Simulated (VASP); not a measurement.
Wanted: the native input for a VASP 6.6.1 run.

| Item | Value |
| --- | --- |
| Task | single point |
| Functional | PBE |
| Potentials or basis | VASP PAW PBE potentials, release 64 (Ge_d, Pt) |
| Cutoff | 520 eV |
| k mesh | 6 × 10 × 6 |
| Occupations | gaussian, width 0.1 eV |
| Spin | no spin polarisation |
| Dipole correction | no |
| Further INCAR settings | ALGO = Normal; EDIFF = 1e-06; NBANDS = 58 |

The structure of GePt lies in POSCAR:

```
GePt
1.0
    5.8288125924      0.0000000000      0.0000000000
    0.0000000000      3.7438181125      0.0000000000
    0.0000000000      0.0000000000      6.1891840616
Ge Pt
4 4
Direct
    0.1867179643      0.2500000000      0.5874778366
    0.3132820357      0.7500000000      0.0874778366
    0.6867179643      0.2500000000      0.9125221634
    0.8132820357      0.7500000000      0.4125221634
    0.9981328192      0.2500000000      0.1929810259
    0.5018671808      0.7500000000      0.6929810259
    0.4981328192      0.2500000000      0.3070189741
    0.0018671808      0.7500000000      0.8070189741
```

One way to write it, as run:

INCAR

```
PREC = Accurate ; ENCUT = 520
EDIFF = 1E-6 ; ISMEAR = 0
SIGMA = 0.1 ; LREAL = F
LASPH = T ; NELM = 80
ALGO = Normal ; ISIF = 2
LWAVE = F ; LCHARG = F
GGA = PE ; NBANDS = 58
```

KPOINTS

```
regular mesh
0
Gamma
  6 10 6
```

Potentials or basis: VASP PAW PBE potentials, release 64 (Ge_d, Pt).

The run is started by

```bash
$ cat potpaw_PBE.64/Ge_d/POTCAR potpaw_PBE.64/Pt/POTCAR > POTCAR
$ mpirun -np 1 vasp_std > vasp.out
```

Results of the run:

```yaml
Pressure: 0.0 GPa
Largest_force: 0.006 eV/Å
Band_gap_on_the_k_mesh: zero (bands 48 and 49 overlap by 1.36 eV)
```

Caveat: spin-orbit coupling is left out, which moves the levels of the heavy elements.

It took 18 min on 1 thread of Intel Xeon 8259CL, on a shared host, peak memory 0.64 GiB.
